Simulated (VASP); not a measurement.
Runs of VASP 6.6.1 on Al. The structure is that of space group Fm-3m (No. 225), or close to it. The cells are those of the table. 

```csv
task,cell,k mesh,cutoff (eV),gap on the mesh (eV),pressure (GPa)
single point,"a = 2.945 Å, angles 60.0°, 1 atom",22 × 22 × 22,520,none,-1.8
single point,"a = 2.983 Å, angles 60.0°, 1 atom",22 × 22 × 22,520,none,(b)
single point,"a = 2.786 Å, angles 60.0°, 1 atom",22 × 22 × 22,520,none,(a)
single point,"a = 2.907 Å, angles 60.0°, 1 atom",13 × 13 × 13,520,none,0.1
relaxation of cell and atoms,"relaxed from a = 2.863 Å, angles 60.0°, 1 atom",13 × 13 × 13,600,none,0.0
single point,"a = 2.907 Å, angles 60.0°, 1 atom",22 × 22 × 22,520,none,0.2
single point,"a = 2.827 Å, angles 60.0°, 1 atom",22 × 22 × 22,520,none,6.1
single point,"a = 3.019 Å, angles 60.0°, 1 atom",22 × 22 × 22,520,none,-4.5
```

Alike in all rows: level BLYP; potentials or basis VASP PAW PBE potentials, release 64 (Al); no spin polarisation; smearing fermi-dirac 0.1 eV.

Q: Estimate the missing entries.

A: (a) 10.4; (b) -3.4.

Caveats: the PAW data sets were made with another functional, which shifts forces and pressure a little.

A gap of «none» marks levels without a gap at the run's occupations.
